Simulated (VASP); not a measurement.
Input of a VASP 6.6.1 run:

The input INCAR:

```
PREC     = Accurate       # precision mode
ENCUT    = 520            # plane-wave cutoff, eV
EDIFF    = 1E-7           # SCF threshold, eV
ISMEAR   = 0              # smearing method
SIGMA    = 0.1            # smearing width, eV
LREAL    = F              # projectors in reciprocal space
LASPH    = T              # aspherical terms in the spheres
NELM     = 80             # most SCF steps
ALGO     = Normal         # electronic algorithm
ISIF     = 2              # what is computed and relaxed
LWAVE    = F              # write WAVECAR
LCHARG   = F              # write CHGCAR
GGA      = PE             # functional
NBANDS   = 50             # bands
```

KPOINTS

```
regular mesh
0
Gamma
  4 4 4
```

Contents of POSCAR:

```
Sn3PbS4
1.0
    4.1661870000     -5.8910910000      0.0000000000
    4.1661870000      5.8910910000      0.0000000000
    0.0000000000      0.0000000000      4.1655600000
Sn Pb S
3 1 4
Direct
    0.0000000000      0.5000000000      0.0000000000
    0.0000000000      0.0000000000      0.5000000000
    0.5000000000      0.0000000000      0.0000000000
    0.5000000000      0.5000000000      0.5000000000
    0.7555880000      0.7555880000      0.0000000000
    0.7527410000      0.2472590000      0.5000000000
    0.2472590000      0.7527410000      0.5000000000
    0.2444120000      0.2444120000      0.0000000000
```

Potentials or basis: VASP PAW PBE potentials, release 64 (Sn_d, Pb_d, S).

Command:

```sh
$ cat potpaw_PBE.64/Sn_d/POTCAR potpaw_PBE.64/Pb_d/POTCAR potpaw_PBE.64/S/POTCAR > POTCAR
$ mpirun -np 1 vasp_std > vasp.out
```

Task: What does it give for the band gap on the k mesh?

Result: 0.07 eV.

Task: Estimate the pressure.

Result: -0.4 GPa.

Caveat: spin-orbit coupling is left out, which moves the levels of the heavy elements. A k mesh can miss the band edges.
